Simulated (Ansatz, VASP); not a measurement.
Two plane-wave programs on C

```
C
1.0
     0.00000    1.78340    1.78340
     1.78340    0.00000    1.78340
     1.78340    1.78340    0.00000
C
2
Direct
  0.50000 0.50000 0.50000
  0.75000 0.75000 0.75000
```

Alike in both runs: task single point; functional PBE; k mesh 12 × 12 × 12; occupations fermi-dirac, width 0.1 eV; no spin polarisation.

|  | VASP | Ansatz |
| --- | --- | --- |
| version | VASP 6.6.1 | Ansatz 0.2.0 |
| potentials or method | VASP PAW PBE potentials, release 64 (C), cutoff 600 eV | PAW, plane waves, scalar-relativistic |
| valence electrons in the cell | 8 | 8 |

|  | VASP | Ansatz | Ansatz less VASP |
| --- | --- | --- | --- |
| gap on the k mesh at the Fermi level (eV) | 4.15 | 4.16 | +0.007 |
| pressure (GPa) | 1.8 | 1.8 | +0.01 |
